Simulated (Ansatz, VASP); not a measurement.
**One calculation of Cu6H, two programs**

```
CELL_PARAMETERS angstrom
5.13324 0.00000 0.00000
0.00000 5.13324 0.00000
0.00000 0.00000 21.52891
ATOMIC_POSITIONS crystal
Cu 0.25000 0.25000 0.18580
Cu 0.25000 0.75000 0.18580
Cu 0.75000 0.25000 0.18580
Cu 0.75000 0.75000 0.18580
Cu 0.00000 0.00000 0.26776
Cu 0.00000 0.50000 0.26776
Cu 0.50000 0.00000 0.26776
Cu 0.50000 0.50000 0.26776
Cu 0.25000 0.25000 0.34971
Cu 0.25000 0.75000 0.34971
Cu 0.75000 0.25000 0.34971
Cu 0.75000 0.75000 0.34971
H 0.99188 0.00000 0.43007
H 0.50812 0.00000 0.43007
```

Alike in both runs: task single point; functional PBE; k mesh 5 × 5 × 1; occupations gaussian, width 0.1 eV; no spin polarisation.

|  | VASP | Ansatz |
| --- | --- | --- |
| version | VASP 6.6.1 | Ansatz 0.2.0 |
| potentials or method | VASP PAW PBE potentials, release 64 (Cu, H), cutoff 520 eV | scalar-relativistic, plane waves, PAW |
| valence electrons in the cell | 134 | 230 |

Ansatz gave:

- gap on the k mesh at the Fermi level (eV): none
- rms of the force components (eV/Å): 0.461

Q: What did VASP give for the same quantities?

A: gap on the k mesh at the Fermi level (eV): none; rms of the force components (eV/Å): 0.464.

Atom by atom the forces differ by 0.011 eV/Å (rms over components). A gap of «none» marks a metal or a gap that the smearing closes. VASP's potentials hold 134 valence electrons a cell and Ansatz's 230, so a difference there can come from the potentials and not from the codes.
